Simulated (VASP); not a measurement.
Set up this calculation in VASP 6.6.1, as the native input.

| Quantity | Value |
| --- | --- |
| Task | single point |
| Functional | PBEsol |
| Potentials or basis | VASP PAW PBE potentials, release 64 (In_d, As) |
| Cutoff | 520 eV |
| k mesh | 11 × 11 × 11 |
| Occupations | fermi-dirac, width 0.08 eV |
| Spin | no spin polarisation |
| Dipole correction | no |
| Further INCAR settings | ALGO = Normal; EDIFF = 1e-06; NBANDS = 16 |

The structure of InAs (zincblende type) lies in POSCAR:

```
InAs
1.0
    0.0000000000      2.8255673388      2.8255673388
    2.8255673388      0.0000000000      2.8255673388
    2.8255673388      2.8255673388      0.0000000000
In As
1 1
Direct
    0.0000000000      0.0000000000      0.0000000000
    0.2500000000      0.2500000000      0.2500000000
```

This cell differs from its parent crystal: volume scaled by 0.8.

The input as run:

INCAR

```
ALGO = Normal
EDIFF = 1E-6
ENCUT = 520
GGA = PS
ISIF = 2
ISMEAR = -1
LASPH = T
LCHARG = F
LREAL = F
LWAVE = F
NBANDS = 16
NELM = 60
PREC = Accurate
SIGMA = 0.08
```

KPOINTS

```
k-points
0
Gamma
  11 11 11
```

Potentials or basis: VASP PAW PBE potentials, release 64 (In_d, As).

The run is started by

```sh
$ cat potpaw_PBE.64/In_d/POTCAR potpaw_PBE.64/As/POTCAR > POTCAR
$ mpirun -np 1 vasp_std > vasp.out
```

Results of the run:

```json
{
  "Pressure": "21.1 GPa",
  "Band gap on the k mesh": "0.74 eV, direct"
}
```

Caveat: the PAW data sets were made with another functional, which shifts forces and pressure a little; spin-orbit coupling is left out, which moves the levels of the heavy elements.

Wall time 17 s on 1 thread of Intel(R) Xeon(R) 6975P-C (Granite Rapids) (shared host), peak memory 0.19 GiB.
